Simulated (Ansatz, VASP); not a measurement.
**Two plane-wave programs on Si2O**

```
Si O
1.0
    -4.67311    3.08291    1.96573
     4.67311   -3.08291    1.96573
     4.67311    3.08291   -1.96573
Si O
4 2
Direct
  0.69361 0.92036 0.94801
  0.69361 0.24560 0.27325
  0.97235 0.74560 0.05199
  0.97235 0.42036 0.72675
  0.81492 0.08404 0.23088
  0.85315 0.58404 0.76912
```

Alike in both runs: functional PBE; k mesh 6 × 6 × 6; occupations gaussian, width 0.1 eV; no spin polarisation.

Ansatz relaxed the structure, and its values are those at the end. VASP's run is a single point on that final structure, the one shown.

|  | VASP | Ansatz |
| --- | --- | --- |
| version | VASP 6.6.1 | Ansatz 0.2.0 |
| potentials or method | VASP PAW PBE potentials, release 64 (Si, O), cutoff 520 eV | scalar-relativistic, plane waves, PAW |
| valence electrons in the cell | 28 | 28 |

```csv
,VASP,Ansatz,Ansatz less VASP
gap on the k mesh at the Fermi level (eV),none,none,-
pressure (GPa),0.0,0.0,-0.01
rms of the force components (eV/Å),0.033,0.010,-0.0226
```

A gap of «none» marks a metal or a gap that the smearing closes.
